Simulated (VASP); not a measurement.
# Sr2AlPtC6N6 (Fm-3m) in VASP: single point with PBE

Aim: the single point of Sr2AlPtC6N6 with PBE.

Everything below comes from runs of VASP 6.6.1. Logs are shortened: lines on timing, memory, paths and dates and some standing lists are left out, and cuts for length are marked.

**1. The cell of the first run**

The structure is cubic, space group Fm-3m (No. 225). The conventional cell has a = 10.797 Å, b = 10.797 Å, c = 10.797 Å, α = 90.00°, β = 90.00°, γ = 90.00°. Within 5.0 Å of Sr (site symmetry -43m) lie 12 C at 3.84 Å and 12 N at 3.89 Å and 4 Al at 4.68 Å and 4 Pt at 4.68 Å. Within 2.6 Å of Al (site symmetry m-3m) lie 6 N at 1.96 Å. Within 3.0 Å of Pt (site symmetry m-3m) lie 6 C at 2.26 Å. C (site symmetry 4mm) has 1 N at 1.18 Å within 1.6 Å. Within 1.6 Å of N (site symmetry 4mm) lie 1 C at 1.18 Å.

**2. Single point, PBE, collinear spin**

File INCAR:

```
ALGO = Normal ; EDIFF = 1E-6
ENCUT = 520 ; GGA = PE
ISIF = 2 ; ISMEAR = 0
ISPIN = 2 ; LASPH = True
LCHARG = True ; LELF = True
LMAXMIX = 4 ; LORBIT = 11
LREAL = Auto ; LVHAR = True
LWAVE = False ; MAGMOM = 0 0 0 1 0 0 0 0 0 0 0 0 0 0 0 0
NBANDS = 62 ; NELM = 150
PREC = Accurate ; SIGMA = 0.1
```

File KPOINTS:

```
k-points
0
Gamma
  4 4 4
```

File POSCAR:

```
Sr2AlPtC6N6
1.0
    0.0000000000      5.3984403454      5.3984403454
    5.3984403454      0.0000000000      5.3984403454
    5.3984403454      5.3984403454      0.0000000000
Sr Al Pt C N
2 1 1 6 6
Direct
    0.2500000000      0.2500000000      0.2500000000
    0.7500000000      0.7500000000      0.7500000000
    0.5000000000      0.5000000000      0.5000000000
    0.0000000000      0.0000000000      0.0000000000
    0.7904124544      0.2095875456      0.2095875456
    0.2095875456      0.7904124544      0.2095875456
    0.2095875456      0.2095875456      0.7904124544
    0.2095875456      0.7904124544      0.7904124544
    0.7904124544      0.2095875456      0.7904124544
    0.7904124544      0.7904124544      0.2095875456
    0.6812614913      0.3187385087      0.3187385087
    0.3187385087      0.6812614913      0.3187385087
    0.3187385087      0.3187385087      0.6812614913
    0.3187385087      0.6812614913      0.6812614913
    0.6812614913      0.3187385087      0.6812614913
    0.6812614913      0.6812614913      0.3187385087
```

Potentials or basis: VASP PAW PBE potentials, release 64 (Sr_sv, Al, Pt, C, N).

Command:

```
$ cat potpaw_PBE.64/Sr_sv/POTCAR potpaw_PBE.64/Al/POTCAR potpaw_PBE.64/Pt/POTCAR potpaw_PBE.64/C/POTCAR potpaw_PBE.64/N/POTCAR > POTCAR
$ mpirun -np 1 vasp_std > vasp.out
```

OUTCAR:

```text
EDIFF = 1E-6
   ENCUT = 520
   GGA = PE
   ISIF = 2
   ISMEAR = 0
   ISPIN = 2
   LASPH = True
   LORBIT = 11
   LREAL = Auto
   NELM = 150
   PREC = Accurate

 ion  position               nearest neighbor table
   1  0.250  0.250  0.250-
   2  0.750  0.750  0.750-
   3  0.500  0.500  0.500-  11 1.96  12 1.96  13 1.96  14 1.96  15 1.96  16 1.96
   4  0.000  0.000  0.000-   5 2.26   6 2.26   7 2.26   8 2.26   9 2.26  10 2.26
   5  0.790  0.210  0.210-  11 1.18   4 2.26
   6  0.210  0.790  0.210-  12 1.18   4 2.26
   7  0.210  0.210  0.790-  13 1.18   4 2.26
   8  0.210  0.790  0.790-  14 1.18   4 2.26
   9  0.790  0.210  0.790-  15 1.18   4 2.26
  10  0.790  0.790  0.210-  16 1.18   4 2.26
  11  0.681  0.319  0.319-   5 1.18   3 1.96
  12  0.319  0.681  0.319-   6 1.18   3 1.96
  13  0.319  0.319  0.681-   7 1.18   3 1.96
  14  0.319  0.681  0.681-   8 1.18   3 1.96
  15  0.681  0.319  0.681-   9 1.18   3 1.96
  16  0.681  0.681  0.319-  10 1.18   3 1.96

  LATTYP: Found a face centered cubic cell.
 ALAT       =    10.7968806908

  Lattice vectors:

 A1 = (   0.0000000000,   5.3984403454,   5.3984403454)
 A2 = (   5.3984403454,   0.0000000000,   5.3984403454)
 A3 = (   5.3984403454,   5.3984403454,   0.0000000000)

Analysis of symmetry for initial positions (statically):
=====================================================================
 Subroutine PRICEL returns:
 Original cell was already a primitive cell.

 Routine SETGRP: Setting up the symmetry group for a
 face centered cubic supercell.

 Subroutine GETGRP returns: Found 48 space group operations
 (whereof 48 operations were pure point group operations)
 out of a pool of 48 trial point group operations.

The static configuration has the point symmetry O_h .

Analysis of symmetry for dynamics (positions and initial velocities):
=====================================================================
 Subroutine PRICEL returns:
 Original cell was already a primitive cell.

 Routine SETGRP: Setting up the symmetry group for a
 face centered cubic supercell.

 Subroutine GETGRP returns: Found 48 space group operations
 (whereof 48 operations were pure point group operations)
 out of a pool of 48 trial point group operations.

The dynamic configuration has the point symmetry O_h .

Analysis of structural, dynamic, and magnetic symmetry:
[... 162 lines left out ...]

 number of electron      87.0000001 magnetization       0.0028427

 Free energy of the ion-electron system (eV)
  ---------------------------------------------------
  ext. energy  EPLUGINS =         0.00000000
  ---------------------------------------------------
  free energy    TOTEN  =      -112.73487732 eV

  energy without entropy =     -112.64375409  energy(sigma->0) =     -112.68931570

 E-fermi :   3.5169     XC(G=0):  -8.1782

 val. band max:        3.4886396247   @ k =   0.2500   0.2500   0.0000
 cond. band min:       3.5414308284   @ k =   0.5000   0.0000   0.0000
 fundamental gap:      0.0527912037
 Fermi energy:         3.5168624432

 spin component 1

 k-point     1 :       0.0000    0.0000    0.0000
  band No.  band energies     occupation
      1     -35.0022      1.00000
      2     -35.0019      1.00000
      3     -17.0760      1.00000
      4     -16.9183      1.00000
      5     -16.9183      1.00000
      6     -16.9183      1.00000
[... 453 lines left out ...]
     54       5.1592      0.00000
     55       5.1646      0.00000
 Fermi energy:         3.5168624432

 spin component 2

 k-point     1 :       0.0000    0.0000    0.0000
  band No.  band energies     occupation
      1     -35.0021      1.00000
      2     -35.0018      1.00000
      3     -17.0759      1.00000
      4     -16.9181      1.00000
      5     -16.9181      1.00000
      6     -16.9181      1.00000
[... 453 lines left out ...]
     54       5.1596      0.00000
     55       5.1652      0.00000
 [bands above 55 left out]

------------------------ aborting loop because EDIFF is reached ----------------------------------------

  FORCE on cell =-STRESS in cart. coord.  units (eV):
  Direction    XX          YY          ZZ          XY          YZ          ZX
  --------------------------------------------------------------------------------------
  -------------------------------------------------------------------------------------
  Total        0.8016087      0.8016087      0.8016087      0.0000000      0.0000000      0.0000000
  in kB        4.0816718      4.0816718      4.0816718      0.0000000      0.0000000      0.0000000
  external PRESSURE =       4.0816718 kB  Pullay stress =       0.0000000 kB

 VOLUME and BASIS-vectors are now :
 -----------------------------------------------------------------------------
  energy-cutoff  :      520.00
  volume of cell :      314.66
      direct lattice vectors                 reciprocal lattice vectors
     0.000000000  5.398440345  5.398440345    -0.092619343  0.092619343  0.092619343
     5.398440345  0.000000000  5.398440345     0.092619343 -0.092619343  0.092619343
     5.398440345  5.398440345  0.000000000     0.092619343  0.092619343 -0.092619343

 POSITION                                       TOTAL-FORCE (eV/Angst)
 -----------------------------------------------------------------------------------
      2.69922      2.69922      2.69922         0.000000      0.000000     -0.000000
      8.09766      8.09766      8.09766         0.000000      0.000000      0.000000
      5.39844      5.39844      5.39844         0.000000      0.000000      0.000000
      0.00000      0.00000      0.00000         0.000000      0.000000      0.000000
      2.26289      5.39844      5.39844        -0.321340      0.000000      0.000000
      5.39844      2.26289      5.39844         0.000000     -0.321340      0.000000
[... 8 lines left out ...]
      5.39844      7.35550      5.39844         0.000000     -0.325058      0.000000
      5.39844      5.39844      7.35550         0.000000      0.000000     -0.325058
 -----------------------------------------------------------------------------------
    total drift:                               -0.000000     -0.000000     -0.000000

  FREE ENERGIE OF THE ION-ELECTRON SYSTEM (eV)
  ---------------------------------------------------
  free  energy   TOTEN  =      -112.7348773177 eV

  energy  without entropy=     -112.6437540906  energy(sigma->0) =     -112.68931570

 total charge

# of ion       s       p       d       tot
------------------------------------------
    1        2.063   5.680   0.071   7.815
    2        2.063   5.680   0.071   7.815
    3        0.290   0.392   0.000   0.682
    4        0.520   0.593   8.048   9.161
    5        0.963   1.553   0.000   2.517
    6        0.963   1.553   0.000   2.517
[... 8 lines left out ...]
   15        1.311   2.624   0.000   3.935
   16        1.311   2.624   0.000   3.935
--------------------------------------------------
tot         18.581  37.409   8.191  64.181

 magnetization (x)

# of ion       s       p       d       tot
------------------------------------------
    1        0.000  -0.000   0.000   0.000
    2        0.000  -0.000   0.000   0.000
    3        0.000   0.000   0.000   0.000
    4        0.000   0.000   0.000   0.000
    5        0.000   0.000   0.000   0.000
    6        0.000   0.000   0.000   0.000
[... 8 lines left out ...]
   15        0.000   0.000   0.000   0.000
   16        0.000   0.000   0.000   0.000
--------------------------------------------------
tot          0.000   0.000   0.000   0.001
```

Wall time 11 min (1 thread of Intel Xeon Platinum 8488C (Sapphire Rapids), shared host); peak memory 0.78 GiB.

What came out:

| Property | Result |
| --- | --- |
| Free energy | -112.7349 eV |
| Pressure | 0.4 GPa |
| Largest force | 0.325 eV/Å |
| Net moment | 0.00 μB per cell |
| Valence electrons inside the program's atomic spheres | Sr 7.82; Al 0.68; Pt 9.16; C 2.52; N 3.94 |

Forces on the atoms (eV/Å):
```
Sr   0.000  0.000  0.000
Sr   0.000  0.000  0.000
Al   0.000  0.000  0.000
Pt   0.000  0.000  0.000
C   -0.321  0.000  0.000
C    0.000 -0.321  0.000
C    0.000  0.000 -0.321
C    0.321  0.000  0.000
C    0.000  0.321  0.000
C    0.000  0.000  0.321
N    0.325  0.000  0.000
N    0.000  0.325  0.000
N    0.000  0.000  0.325
N   -0.325  0.000  0.000
N    0.000 -0.325  0.000
N    0.000  0.000 -0.325
```

Levels at points of the mesh, in eV from the Fermi level:
Spin up:
| k point | band 41 | band 42 | band 43 | band 44 | band 45 | band 46 | band 47 | band 48 |
| --- | --- | --- | --- | --- | --- | --- | --- | --- |
| (0.00, 0.00, 0.00) | -4.07 | -1.04 | -0.18 | -0.18 | 0.62 | 0.62 | 0.62 | 0.62 |
| (0.50, 0.00, 0.00) | -3.83 | -0.17 | -0.06 | -0.06 | 0.02 | 0.58 | 0.58 | 0.87 |
| (0.50, 0.50, 0.00) | -3.68 | -0.19 | -0.08 | 0.12 | 0.14 | 0.89 | 1.16 | 1.16 |
Spin down:
```csv
k point,band 42,band 43,band 44,band 45,band 46,band 47
"(0.00, 0.00, 0.00)",-1.04,-0.18,-0.18,0.62,0.62,0.62
"(0.50, 0.00, 0.00)",-0.17,-0.06,-0.06,0.03,0.58,0.58
"(0.50, 0.50, 0.00)",-0.19,-0.07,0.12,0.14,0.89,1.16
```

Caveat: spin-orbit coupling is left out, which moves the levels of the heavy elements.
